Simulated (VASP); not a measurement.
CO2, 6 atoms in the cell. It takes space group P4_2/mnm (No. 136, tetragonal). The conventional cell has a = 4.595 Å, b = 4.595 Å, c = 4.785 Å, α = 90.00°, β = 90.00°, γ = 90.00°. C (site symmetry mmm) has 2 O at 1.17 Å within 1.6 Å. Within 1.6 Å of O (site symmetry m2m) lie 1 C at 1.17 Å. 

```yaml
Program: VASP 6.6.1
Task: relaxation of cell and atoms
Functional: PBEsol
Potentials_or_basis: VASP PAW PBE potentials, release 64 (C, O)
Cutoff: 600 eV
k_mesh: 6 × 6 × 6
Occupations: gaussian, width 0.02 eV
Spin: no spin polarisation
Dipole_correction: no
Further_INCAR_settings: ALGO = Normal; EDIFF = 1e-06; IBRION = 2; EDIFFG = -0.005; NSW = 100; ISIF = 3
```

Potentials or basis: VASP PAW PBE potentials, release 64 (C, O).

Command:

```sh
$ cat potpaw_PBE.64/C/POTCAR potpaw_PBE.64/O/POTCAR > POTCAR
$ mpirun -np 1 vasp_std > vasp.out
```

Hardware: 1 thread of Intel Xeon 8259CL, on a shared host.

**Question.** How long does it take, and how much memory?

**Answer.** Run time: 13 min on 1 thread of Intel Xeon 8259CL, with other jobs on the host, peak memory 0.28 GiB. Counts: scf iterations 94, k points 40, ion steps 14.
